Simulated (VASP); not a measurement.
A run of VASP 6.6.1:

Contents of INCAR:

```
  PREC = Accurate
  ENCUT = 520
  EDIFF = 1E-6
  ISMEAR = -1
  SIGMA = 0.05
  LREAL = False
  LASPH = True
  NELM = 200
  ALGO = Normal
  ISIF = 2
  LWAVE = False
  LCHARG = False
  ISPIN = 2
  MAGMOM = 0.5 0.5 0.5 0.5 0.5 0.5 0.5 0.5 0.5 0.5 0.5 0.5 0.5 0.5 0.5 0.5
  LORBIT = 11
  GGA = PS
  NELECT = 64.0
  NBANDS = 50
  GGA_COMPAT = False
```

The input KPOINTS:

```
Automatic mesh
0
Gamma
  2 2 2
  0.5 0.5 0.5
```

Contents of POSCAR:

```
Al7P8C
1.0
   10.9400000000      0.0000000000      0.0000000000
    0.0000000000      5.4700000000      0.0000000000
    0.0000000000      0.0000000000      5.4700000000
Al P C
7 8 1
Direct
    0.0016700000      0.0152600000      0.0080130000
    0.4968720000      0.9618000000      0.9994900000
    0.2457640000      0.4976390000      0.9793480000
    0.7420630000      0.5133840000      0.9673940000
    0.2427570000      0.0081210000      0.4823180000
    0.7542110000      0.0029470000      0.4967690000
    0.0002710000      0.5042660000      0.4832370000
    0.1116020000      0.2561240000      0.2386460000
    0.6306160000      0.2449430000      0.2585190000
    0.3861790000      0.7361260000      0.2519710000
    0.8688210000      0.7358420000      0.2601830000
    0.3714900000      0.2446850000      0.7845560000
    0.8677820000      0.2746660000      0.7572930000
    0.1181380000      0.7468860000      0.7466910000
    0.6346290000      0.7435830000      0.7240990000
    0.4955570000      0.5052070000      0.4967080000
```

Potentials or basis: VASP PAW PBE potentials, release 64 (Al, P, C).

Command:

```bash
$ cat potpaw_PBE.64/Al/POTCAR potpaw_PBE.64/P/POTCAR potpaw_PBE.64/C/POTCAR > POTCAR
$ mpirun -np 1 vasp_std > vasp.out
```

Hardware: 1 thread of Intel(R) Xeon(R) 6975P-C (Granite Rapids), on a shared host.

Q: How long does it take, and how much memory?

A: Wall time 100 s on 1 thread of Intel(R) Xeon(R) 6975P-C (Granite Rapids) (shared host), peak memory 0.53 GiB. Counts: scf iterations 17, k points 4.
